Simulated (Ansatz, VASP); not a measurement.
**One calculation of CaO, two programs**

```
CELL_PARAMETERS angstrom
0.00000 2.25308 2.44900
2.25308 0.00000 2.44900
2.25308 2.25308 0.00000
ATOMIC_POSITIONS crystal
Ca 0.00000 0.00000 0.00000
O 0.50000 0.50000 0.50000
```

Change from the starting cell: strain -0.080 along x and y, +0.000 along z, atoms carried along.

Alike in both runs: task single point; functional r2SCAN; k mesh 8 × 8 × 8; occupations gaussian, width 0.05 eV; no spin polarisation.

```csv
,VASP,Ansatz
version,VASP 6.6.1,Ansatz 0.2.0
potentials or method,"VASP PAW PBE potentials, release 64 (Ca_sv, O_h), cutoff 910 eV","scalar-relativistic, plane waves, PAW"
valence electrons in the cell,16,16
```

```csv
,VASP,Ansatz,Ansatz less VASP
gap on the k mesh at the Fermi level (eV),3.97,3.99,+0.019
least direct gap on the mesh (eV),4.32,4.35,+0.024
```

VASP's potentials were made for PBE, not for r2SCAN. With one functional, cell and mesh, what is left measures potentials, basis and numerics.

Noted on VASP's run: the cutoff is short for stress, so the pressure is rough.
